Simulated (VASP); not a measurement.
## Ru: single point with PBE

Crystal: Ru.

```
Ru
1.0
     2.70389    0.00000    0.00000
    -1.35194    2.34164    0.00000
     0.00000    0.00000    4.28168
Ru
2
Direct
  0.33333 0.66667 0.25000
  0.66667 0.33333 0.75000
```

```yaml
Program: VASP 6.6.1
Task: single point
Functional: PBE
Potentials_or_basis: VASP PAW PBE potentials, release 64 (Ru_pv)
Cutoff: 520 eV
k_mesh: 10 × 10 × 6
Occupations: fermi-dirac, width 0.1 eV
Spin: no spin polarisation
Dipole_correction: no
Further_INCAR_settings: ALGO = Normal; EDIFF = 1e-07; NBANDS = 21
```

```yaml
Pressure: 5.3 GPa
Band_gap_on_the_k_mesh: zero (band 14 reaches 14.48 eV, above the bottom of band 15 at 11.27 eV)
```

Stress tensor (GPa, compression positive):
```
6.46 0.00 0.00
0.00 6.46 0.00
0.00 0.00 2.91
```

Levels at points of the mesh, in eV from the Fermi level:
```
           k point  band 12  band 13  band 14  band 15  band 16  band 17
(0.00, 0.00, 0.00)    -1.93    -1.93    -1.39    -1.39     1.18     1.18
(0.50, 0.00, 0.00)    -1.80    -1.54     1.43     1.84     1.91     4.07
(0.00, 0.00, 0.50)    -2.77    -2.73    -2.73     0.54     0.54     0.54
(0.50, 0.00, 0.50)    -1.06     0.44     0.44     1.68     1.68     3.39
```

It took 36 s on 1 thread of Intel Xeon 8259CL (shared host), peak memory 0.15 GiB.
